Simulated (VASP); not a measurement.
Wanted: the native input for a VASP 6.6.1 run.

```yaml
Task: relaxation of cell and atoms
Functional: r2SCAN
Potentials_or_basis: VASP PAW PBE potentials, release 64 (Cs_sv, I)
Cutoff: 550 eV
k_mesh: 6 × 6 × 6
Occupations: fermi-dirac, width 0.02 eV
Spin: no spin polarisation
Dipole_correction: no
Further_INCAR_settings: ALGO = Normal; EDIFF = 1e-07; IBRION = 2; EDIFFG = -0.005; NSW = 80; ISIF = 3
```

The system is CsI.

```
Cs I
1.0
     4.66550    0.00000    0.00000
     0.00000    4.66550    0.00000
     0.00000    0.00000    4.66550
Cs I
1 1
Direct
  0.00000 0.00000 0.00000
  0.50000 0.50000 0.50000
```

One way to write it, as run:

POSCAR

```
CsI
1.0
    4.6655043872      0.0000000000      0.0000000000
    0.0000000000      4.6655043872      0.0000000000
    0.0000000000      0.0000000000      4.6655043872
Cs I
1 1
Direct
    0.0000000000      0.0000000000      0.0000000000
    0.5000000000      0.5000000000      0.5000000000
```

INCAR.step1

```
SYSTEM = CsI
  ALGO = Normal
  EDIFF = 1E-5
  EDIFFG = -0.005
  ENCUT = 550
  GGA = PE
  GGA_COMPAT = .FALSE.
  IBRION = 2
  ISIF = 3
  ISMEAR = -1
  LASPH = .TRUE.
  LCHARG = .FALSE.
  LREAL = .FALSE.
  LWAVE = .TRUE.
  NELM = 120
  NELMIN = 4
  NSW = 100
  PREC = Accurate
  SIGMA = 0.02
```

INCAR.step2

```
SYSTEM = CsI
  ALGO = Normal
  EDIFF = 1E-7
  EDIFFG = -0.005
  ENCUT = 550
  GGA_COMPAT = .FALSE.
  IBRION = 2
  ISIF = 3
  ISMEAR = -1
  ISTART = 1
  LASPH = .TRUE.
  LCHARG = .FALSE.
  LMIXTAU = .TRUE.
  LREAL = .FALSE.
  LWAVE = .FALSE.
  METAGGA = R2SCAN
  NELM = 120
  NELMIN = 4
  NSW = 80
  PREC = Accurate
  SIGMA = 0.02
```

KPOINTS

```
k-points
0
G
  6 6 6
  0 0 0
```

Potentials or basis: VASP PAW PBE potentials, release 64 (Cs_sv, I).

The run is started by

```sh
$ cat potpaw_PBE.64/Cs_sv/POTCAR potpaw_PBE.64/I/POTCAR > POTCAR
$ cp INCAR.step1 INCAR
$ mpirun -np 1 vasp_std > vasp.out
$ cp INCAR.step2 INCAR
$ mpirun -np 1 vasp_std > vasp.out
```

Results of the run:

```yaml
Relaxed_volume: 49.15 Å³/atom
Relaxed_cell: a = 4.615 Å, b = 4.615 Å, c = 4.615 Å, α = 90.00°, β = 90.00°, γ = 90.00°
Space_group_after_relaxing_to_0.1_Å: Pm-3m (No. 221)
Energy_gained_by_relaxing: 1.9 meV/atom
Ionic_steps: 4
Pressure_after_relaxing: 0.0 GPa
Band_gap_on_the_k_mesh: 4.48 eV (least direct gap 4.58 eV)
```

Caveat: the PAW data sets were made with another functional, which shifts forces and pressure a little; spin-orbit coupling is left out, which moves the levels of the heavy elements.

Run time: 3.1 min on 1 thread of Intel(R) Xeon(R) 6975P-C (Granite Rapids), on a shared host, peak memory 0.23 GiB.
